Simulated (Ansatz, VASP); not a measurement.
## Two plane-wave programs on SiC

```xyz
8
Lattice="-3.0941 0.0000 0.0000 -1.5471 -2.6796 0.0000 0.0000 0.0000 14.6293" Properties=species:S:1:pos:R:3 pbc="T T T"
Si   -3.0941   -1.7864    0.9526
Si   -1.5471   -0.8932    6.0173
Si   -4.6412   -2.6796    8.5502
Si   -4.6412   -2.6796    3.4855
C    -3.0941   -1.7864    9.1773
C    -1.5471   -0.8932    4.1126
C     0.0000    0.0000    6.6514
C     0.0000    0.0000    1.5867
```

Alike in both runs: task single point; functional PBE; k mesh 10 × 10 × 3; occupations gaussian, width 0.05 eV; no spin polarisation.

```csv
,VASP,Ansatz
version,VASP 6.6.1,Ansatz 0.2.0
potentials or method,"VASP PAW PBE potentials, release 64 (Si, C), cutoff 520 eV","scalar-relativistic, plane waves, PAW"
valence electrons in the cell,32,32
```

```tsv
	VASP	Ansatz	Ansatz less VASP
gap on the k mesh at the Fermi level (eV)	none	none	-
pressure (GPa)	-0.3	-0.2	+0.03
traceless stress, the component that is largest in VASP (GPa)	-0.62	-0.55	+0.071
rms of the force components (eV/Å)	0.846	0.848	+0.0013
```

Atom by atom the forces differ by 0.005 eV/Å (rms over components). A gap of «none» marks a metal or a gap that the smearing closes.
